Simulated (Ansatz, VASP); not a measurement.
**One calculation of KCl, two programs**

Contents of POSCAR:

```
KCl
1.0
    0.0000000000      3.5072828304      3.3757597243
    3.5072828304      0.0000000000      3.3757597243
    3.5072828304      3.5072828304      0.0000000000
K Cl
1 1
Direct
    0.0000000000      0.0000000000      0.0000000000
    0.2500000000      0.2500000000      0.2500000000
```

The input INCAR.step1:

```
PREC     = Accurate       # precision mode
ENCUT    = 520            # plane-wave cutoff, eV
ISMEAR   = 0              # smearing method
SIGMA    = 0.01           # smearing width, eV
LREAL    = False          # projectors in reciprocal space
LASPH    = True           # aspherical terms in the spheres
NELM     = 100            # most SCF steps
NBANDS   = 15             # bands
GGA      = PE             # functional
ALGO     = Normal         # electronic algorithm
EDIFF    = 1E-4           # SCF threshold, eV
LWAVE    = True           # write WAVECAR
LCHARG   = False          # write CHGCAR
```

INCAR.step2

```
PREC     = Accurate       # precision mode
ENCUT    = 520            # plane-wave cutoff, eV
EDIFF    = 1E-6           # SCF threshold, eV
ISMEAR   = 0              # smearing method
SIGMA    = 0.01           # smearing width, eV
LREAL    = False          # projectors in reciprocal space
LASPH    = True           # aspherical terms in the spheres
NELM     = 100            # most SCF steps
ALGO     = Normal         # electronic algorithm
ISIF     = 2              # what is computed and relaxed
LWAVE    = False          # write WAVECAR
LCHARG   = True           # write CHGCAR
METAGGA  = R2SCAN         # meta-GGA
LMIXTAU  = True         
LELF     = True           # ELF
LVHAR    = True         
NBANDS   = 15             # bands
ISTART   = 1
```

File KPOINTS:

```
Automatic mesh
0
Gamma
  6 6 6
```

Input for Ansatz:

```yaml
crystal:
  lattice:
    - [0.0, 3.5072828304, 3.3757597243]
    - [3.5072828304, 0.0, 3.3757597243]
    - [3.5072828304, 3.5072828304, 0.0]
  atoms:
    - { symbol: K, position: [0.0, 0.0, 0.0] }
    - { symbol: Cl, position: [0.25, 0.25, 0.25] }
kpoints:
  mp_grid: { grid: [6, 6, 6] }
  band_path:
    path:
      - [0.0, 0.0, 0.0]
      - [-0.5, -0.5, 0.0]
      - [-0.375, -0.375, 0.25]
      - [-0.375, 0.0, 0.375]
      - [0.0, 0.0, 0.5]
      - [-0.5, -0.25, 0.25]
      - [0.0, 0.458333, 0.458333]
    npoints: 1
hamiltonian:
  xc: r2scan
scf:
  occupations: { method: fixed }
  n_extra_bands: 4
output:
  forces: true
  stress: true
  eigenvalues: true
  write_density: true
  write_potential: true
  elf: true
  volumetric_format: npy
```

Change from the starting cell: uniaxial_z strain -3.8%.

Alike in both runs: task single point; functional r2SCAN; k mesh 6 × 6 × 6; no spin polarisation.

```csv
,VASP,Ansatz
version,VASP 6.6.1,Ansatz 0.2.0
potentials or method,"VASP PAW PBE potentials, release 64 (K_sv, Cl)","plane waves, PAW"
plane-wave cutoff (eV),520,500
occupations,"gaussian, width 0.01 eV",fixed
valence electrons in the cell,16,16
```

|  | VASP | Ansatz | Ansatz less VASP |
| --- | --- | --- | --- |
| gap on the k mesh at the Fermi level (eV) | 5.41 | 5.40 | -0.003 |
| pressure (GPa) | 0.5 | 0.5 | +0.01 |

VASP's potentials were made for PBE, not for r2SCAN.
